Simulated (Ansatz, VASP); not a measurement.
**Ta2B2O: VASP beside Ansatz**

```xyz
5
Lattice="-1.8147 1.8147 4.5924 1.8147 -1.8147 4.5924 1.8147 1.8147 -4.5924" Properties=species:S:1:pos:R:3 pbc="T T T"
Ta    0.0000    1.8147    0.0000
Ta    1.8147    0.0000    0.0000
B     0.0000    1.8147    2.2962
B     1.8147    0.0000    2.2962
O     0.0000    0.0000    4.5924
```

Alike in both runs: task relaxation of cell and atoms; functional PBE; k mesh 6 × 6 × 6; occupations gaussian, width 0.1 eV; no spin polarisation.

```csv
,VASP,Ansatz
version,VASP 6.6.1,Ansatz 0.2.0
potentials or method,"VASP PAW PBE potentials, release 64 (Ta_pv, B, O), cutoff 600 eV","scalar-relativistic, plane waves, PAW"
valence electrons in the cell,34,38
```

```csv
,VASP,Ansatz,Ansatz less VASP
"gap on the k mesh at the Fermi level, each at its own relaxed structure (eV)",none,none,-
relaxed volume (Å³/atom),15.27,15.24,-0.026
relaxed cell length with the largest relative difference (Å),5.421,5.420,-0.0014
```

A gap of «none» marks a metal or a gap that the smearing closes. VASP's potentials hold 34 valence electrons a cell and Ansatz's 38, so a difference there can come from the potentials and not from the codes.

The k mesh is coarse, so the values compare programs but aren't converged. Spin-orbit coupling is off throughout. Noted on VASP's run: the volume moved by over 15 % at a fixed basis, so the end points are rough.
